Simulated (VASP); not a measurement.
Here is a VASP 6.6.1 calculation.

The input INCAR:

```
SYSTEM = Ag
ALGO     = Normal         ! electronic algorithm
EDIFF    = 1E-6           ! SCF threshold, eV
ENCUT    = 520            ! plane-wave cutoff, eV
ISIF     = 2              ! what is computed and relaxed
ISMEAR   = 1              ! smearing method
LASPH    = .True.         ! aspherical terms in the spheres
LCHARG   = .False.        ! write CHGCAR
LREAL    = Auto         
LWAVE    = .False.        ! write WAVECAR
NBANDS   = 96             ! bands
NELM     = 60             ! most SCF steps
PREC     = Accurate       ! precision mode
SIGMA    = 0.15           ! smearing width, eV
```

The input KPOINTS:

```
k-points
0
Gamma
  3 3 2
  0 0 0
```

POSCAR

```
Ag
1.0
    5.9290315600      0.0000000000      0.0000000000
   -2.9645157800      5.1346829800      0.0000000000
    0.0000000000      0.0000000000      9.6928536200
Ag
15
Direct
    0.1581349882      0.3488766506      0.1246771124
    0.3358963376      0.1584983928      0.3738899959
    0.1600232198      0.3152551007      0.6246786795
    0.3358881561      0.1584769699      0.8754648871
    0.3267430305      0.6471069417      0.3845523874
    0.1713508766      0.8277644436      0.6246776478
    0.3267362109      0.6471020729      0.8648057970
    0.6767612720      0.4022602774      0.1246770092
    0.8276082546      0.1576120674      0.3716161557
    0.6639358786      0.3189022587      0.6246776478
    0.8276194264      0.1576151835      0.8777349100
    0.5322242747      0.8866448070      0.1246781441
    0.8325489092      0.6605846969      0.3895826913
    0.6639383454      0.8283917462      0.6246791954
    0.8325347290      0.6605681428      0.8597773501
```

Potentials or basis: VASP PAW LDA potentials, release 64 (Ag).

Command:

```sh
$ cat potpaw_LDA.64/Ag/POTCAR > POTCAR
$ mpirun -np 1 vasp_std > vasp.out
```

(1) Estimate the band gap on the k mesh.

(2) Predict the largest force.

(3) What does it give for the pressure?

## Answers

(1) zero (an odd number of electrons rules out a gap without spin polarisation).

(2) 0.276 eV/Å.

(3) -11.6 GPa.

Caveat: the k points lie up to 0.41 Å⁻¹ apart, too coarse for converged energies and pressures of a metal.
